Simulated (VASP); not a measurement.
# RbBr (Pm-3m) in VASP: a series of runs, part 2 of 2

VASP 6.6.1.

### Step 4. Vibrations by perturbation theory, PBE

This run uses another cell than the first one, of 23.06 Å³/atom.

INCAR reads:

```
PREC = Accurate
ENCUT = 520
EDIFF = 1E-8
ISMEAR = 0
SIGMA = 0.01
LREAL = F
LASPH = T
NELM = 60
ALGO = Normal
ISIF = 2
LWAVE = F
LCHARG = F
GGA = PE
NBANDS = 15
IBRION = 8
NSW = 1
LEPSILON = T
```

KPOINTS reads:

```
Automatic mesh
0
Gamma
  6 6 6
```

POSCAR reads:

```
RbBr
1.0
    3.5859483999      0.0000000000      0.0000000000
    0.0000000000      3.5859483999      0.0000000000
    0.0000000000      0.0000000000      3.5859483999
Rb Br
1 1
Direct
    0.0000000000      0.0000000000      0.0000000000
    0.5000000000      0.5000000000      0.5000000000
```

Potentials or basis: VASP PAW PBE potentials, release 64 (Rb_sv, Br).

Started as:

```
$ cat potpaw_PBE.64/Rb_sv/POTCAR potpaw_PBE.64/Br/POTCAR > POTCAR
$ mpirun -np 1 vasp_std > vasp.out
```

OUTCAR:

```text
PREC = Accurate
   ENCUT = 520
   EDIFF = 1E-8
   ISMEAR = 0
   LREAL = F
   LASPH = T
   NELM = 60
   ISIF = 2
   GGA = PE
   IBRION = 8
   NSW = 1
   LEPSILON = T

 ion  position               nearest neighbor table
   1  0.000  0.000  0.000-   2 3.11   2 3.11   2 3.11   2 3.11   2 3.11   2 3.11   2 3.11   2 3.11

   2  0.500  0.500  0.500-   1 3.11   1 3.11   1 3.11   1 3.11   1 3.11   1 3.11   1 3.11   1 3.11

  LATTYP: Found a simple cubic cell.
 ALAT       =     3.5859483999

  Lattice vectors:

 A1 = (   3.5859483999,   0.0000000000,   0.0000000000)
 A2 = (   0.0000000000,   3.5859483999,   0.0000000000)
 A3 = (   0.0000000000,   0.0000000000,   3.5859483999)

Analysis of symmetry for initial positions (statically):
=====================================================================
 Subroutine PRICEL returns:
[... 654 lines left out ...]
  z     0.00000     0.00000     0.00000     0.00000     0.00000     0.00000

 SECOND DERIVATIVES (NOT SYMMETRIZED)
 ------------------------------------
               1X          1Y          1Z          2X          2Y          2Z
  1X    -5.014375    0.000000    0.000000    5.014375   -0.000000   -0.000000
  1Y     0.000000   -5.014375    0.000000   -0.000000    5.014375   -0.000000
  1Z    -0.000000   -0.000000   -5.014375    0.000000    0.000000    5.014375
  2X     5.025555    0.000000   -0.000000   -5.025555    0.000000    0.000000
  2Y    -0.000000    5.025555    0.000000    0.000000   -5.025555    0.000000
  2Z     0.000000   -0.000000    5.025555    0.000000    0.000000   -5.025555

 Eigenvectors and eigenvalues of the dynamical matrix
 ----------------------------------------------------

   1 f  =    5.450724 THz    34.247911 2PiTHz  181.816593 cm-1    22.542374 meV
             X         Y         Z           dx          dy          dz
      0.000000  0.000000  0.000000     0.694709   -0.000000    0.000000
      1.792974  1.792974  1.792974    -0.719290    0.000000    0.000000
[... 21 lines left out ...]
   6 f/i=    0.003033 THz     0.019056 2PiTHz    0.101167 cm-1     0.012543 meV
             X         Y         Z           dx          dy          dz
      0.000000  0.000000  0.000000     0.719290    0.000000    0.000000
      1.792974  1.792974  1.792974     0.694709    0.000000    0.000000

--------------------------------------------------------------------------------------------------------

 MACROSCOPIC STATIC DIELECTRIC TENSOR IONIC CONTRIBUTION
 ------------------------------------------------------
           1.167522     0.000000     0.000000
           0.000000     1.167522     0.000000
           0.000000     0.000000     1.167522
 ------------------------------------------------------

 ELASTIC MODULI CONTR FROM IONIC RELAXATION (kBar)
 Direction    XX          YY          ZZ          XY          YZ          ZX
 --------------------------------------------------------------------------------
 XX           0.0000      0.0000      0.0000      0.0000      0.0000      0.0000
 YY           0.0000      0.0000      0.0000      0.0000      0.0000      0.0000
 ZZ           0.0000      0.0000      0.0000      0.0000      0.0000      0.0000
 XY           0.0000      0.0000      0.0000      0.0000      0.0000      0.0000
 YZ           0.0000      0.0000      0.0000      0.0000      0.0000      0.0000
 ZX           0.0000      0.0000      0.0000      0.0000      0.0000      0.0000
 --------------------------------------------------------------------------------

 PIEZOELECTRIC TENSOR IONIC CONTR  for field in x, y, z        (C/m^2)
          XX          YY          ZZ          XY          YZ          ZX
  --------------------------------------------------------------------------------
  x     0.00000     0.00000     0.00000     0.00000     0.00000     0.00000
  y     0.00000     0.00000     0.00000     0.00000     0.00000     0.00000
  z     0.00000     0.00000     0.00000     0.00000     0.00000     0.00000
```

OSZICAR:

```text
N       E                     dE             d eps       ncg     rms          rms(c)
DAV:   1     0.747551575627E+02    0.74755E+02   -0.73611E+03   600   0.975E+02
DAV:   2    -0.127294874854E+01   -0.76028E+02   -0.70075E+02   841   0.183E+02
DAV:   3    -0.496536153111E+01   -0.36924E+01   -0.36763E+01   782   0.381E+01
[... 211 lines left out ...]
RMM:   9    -0.141529398232E+00    0.73443E-06    0.22951E-06  2534   0.208E-04    0.559E-05
RMM:  10    -0.141529239894E+00    0.15834E-06    0.44187E-07  2619   0.934E-05    0.925E-06
RMM:  11    -0.141529215975E+00    0.23919E-07    0.16963E-07  2645   0.562E-05    0.238E-06
RMM:  12    -0.141529230049E+00   -0.14074E-07    0.16872E-07  2576   0.419E-05    0.191E-06
RMM:  13    -0.141529219569E+00    0.10480E-07    0.50429E-08  2412   0.373E-05    0.658E-07
RMM:  14    -0.141529216493E+00    0.30762E-08    0.53641E-08  2091   0.357E-05    0.528E-08
 Linear response finished
```

stdout:

```text
POSCAR found type information on POSCAR RbBr
 POSCAR found :  2 types and       2 ions
 scaLAPACK will be used
 LDA part: xc-table for (Slater+PW92), standard interpolation
 POSCAR, INCAR and KPOINTS ok, starting setup
 FFT: planning ... GRIDC
 FFT: planning ... GRID_SOFT
 FFT: planning ... GRID
 WAVECAR not read
 entering main loop
[... 24 lines left out ...]
 dielectric tensor                  component  3 :     0.079     0.097     3.795
 Linear response DOF=           2
 Linear response progress:
 first order change of Fermi-energy   0.72766E-03
 force on displaced ion       1 direction 1 :  -5.014   0.000   0.000
 Born effective charge ion    1 direction 1 :   1.217   0.000   0.000
 Linear response progress:
 first order change of Fermi-energy   0.49151E-04
 force on displaced ion       2 direction 1 :  -5.026  -0.000   0.000
 Born effective charge ion    2 direction 1 :  -1.227   0.000   0.000
 Born effective charges drift removed
 Linear response finished
```

Run time: 5.4 min. Hardware: 1 thread of Intel Xeon Platinum 8259CL at 2.50GHz (Skylake/Cascade Lake), shared host; peak memory 0.22 GiB.

What came out:

```yaml
Electronic_dielectric_tensor_diagonal: 3.79
Born_charges_mean_of_the_diagonal: Rb +1.22; Br -1.22 e
Highest_phonon_frequency_at_Γ_LO-TO_splitting_left_out: 182 cm⁻¹
```

Phonon frequencies in cm⁻¹ (negative: imaginary):
```csv
q point,frequencies
"(0.000, 0.000, 0.000)",0 0 0 182 182 182
```

Electronic dielectric tensor:
```
3.79 0.00 0.00
0.00 3.79 0.00
0.00 0.00 3.79
```

Born effective charge tensors (e):
atom 1, Rb
```
1.22 0.00 0.00
0.00 1.22 0.00
0.00 0.00 1.22
```
atom 2, Br
```
-1.22  0.00  0.00
 0.00 -1.22  0.00
 0.00  0.00 -1.22
```

Caveat: the cell stands under pressure or tension, which shifts response properties.
